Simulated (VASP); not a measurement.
Set up this calculation in VASP 6.6.1, as the native input.

```
Task                   : single point
Functional             : r2SCAN
Potentials or basis    : VASP PAW PBE potentials, release 64 (Gd, O)
Cutoff                 : 520 eV
k mesh                 : 12 × 12 × 6
Occupations            : gaussian, width 0.05 eV
Spin                   : collinear spin, antiferromagnetic start
Starting moments       : [7.0, -7.0, 0.0, 0.0] μB
Dipole correction      : no
Further INCAR settings : ALGO = Normal; EDIFF = 1e-06; NBANDS = 36
```

The system is GdO.

```
Gd O
1.0
     2.99448    0.00000    0.00000
     0.00000    2.99448    2.99448
     0.00000    0.00000    5.98897
Gd O
2 2
Cartesian
  0.0000 0.0000 0.0000
  0.0000 0.0000 2.9945
  1.4972 1.4972 1.4972
  1.4972 1.4972 4.4917
```

These files were run (other wordings do the same):

POSCAR

```
GdO
1.0
    2.9944849749      0.0000000000      0.0000000000
    0.0000000000      2.9944849749      2.9944849749
    0.0000000000      0.0000000000      5.9889699498
Gd O
2 2
Direct
    0.0000000000      0.0000000000      0.0000000000
    0.0000000000      0.0000000000      0.5000000000
    0.5000000000      0.5000000000      0.0000000000
    0.5000000000      0.5000000000      0.5000000000
```

INCAR.step1

```
SYSTEM = GdO
PREC     = Accurate       ! precision mode
ENCUT    = 520            ! plane-wave cutoff, eV
ISMEAR   = 0              ! smearing method
SIGMA    = 0.05           ! smearing width, eV
LREAL    = .False.        ! projectors in reciprocal space
LASPH    = .True.         ! aspherical terms in the spheres
NELM     = 150            ! most SCF steps
ISPIN    = 2              ! spin polarisation
MAGMOM   = 7 -7 0 0       ! initial moments
LMAXMIX  = 6              ! l up to which the mixer works
NBANDS   = 36             ! bands
GGA      = PE             ! functional
ALGO     = Normal         ! electronic algorithm
EDIFF    = 1E-4           ! SCF threshold, eV
LWAVE    = .True.         ! write WAVECAR
LCHARG   = .False.        ! write CHGCAR
```

INCAR.step2

```
SYSTEM = GdO
PREC     = Accurate       ! precision mode
ENCUT    = 520            ! plane-wave cutoff, eV
EDIFF    = 1E-6           ! SCF threshold, eV
ISMEAR   = 0              ! smearing method
SIGMA    = 0.05           ! smearing width, eV
LREAL    = .False.        ! projectors in reciprocal space
LASPH    = .True.         ! aspherical terms in the spheres
NELM     = 150            ! most SCF steps
ALGO     = Normal         ! electronic algorithm
ISIF     = 2              ! what is computed and relaxed
LWAVE    = .False.        ! write WAVECAR
LCHARG   = .False.        ! write CHGCAR
ISPIN    = 2              ! spin polarisation
MAGMOM   = 7 -7 0 0       ! initial moments
LORBIT   = 11             ! projections on sites
LMAXMIX  = 6              ! l up to which the mixer works
METAGGA  = R2SCAN         ! meta-GGA
LMIXTAU  = .True.       
NBANDS   = 36             ! bands
ISTART   = 1
```

KPOINTS

```
Automatic mesh
0
Gamma
  12 12 6
  0 0 0
```

Potentials or basis: VASP PAW PBE potentials, release 64 (Gd, O).

The run is started by

```bash
$ cat potpaw_PBE.64/Gd/POTCAR potpaw_PBE.64/O/POTCAR > POTCAR
$ cp INCAR.step1 INCAR
$ mpirun -np 1 vasp_std > vasp.out
$ cp INCAR.step2 INCAR
$ mpirun -np 1 vasp_std > vasp.out
```

It gave:

```
Pressure                                              : -0.2 GPa
Band gap on the k mesh                                : zero (filled and empty bands overlap)
Net moment                                            : 0.00 μB per cell
Site moments                                          : Gd +6.90, -6.90; O +0.00 μB
Valence electrons inside the program's atomic spheres : Gd 15.42; O 5.00
```

Caveat: the PAW data sets were made with another functional, which shifts forces and pressure a little; spin-orbit coupling is left out, which moves the levels of the heavy elements; semilocal functionals describe open f shells poorly, which spoils levels, moments and volumes.

Run time: 95 min on 1 thread of AMD EPYC 9R14 (Zen 4) (shared host), peak memory 0.47 GiB.
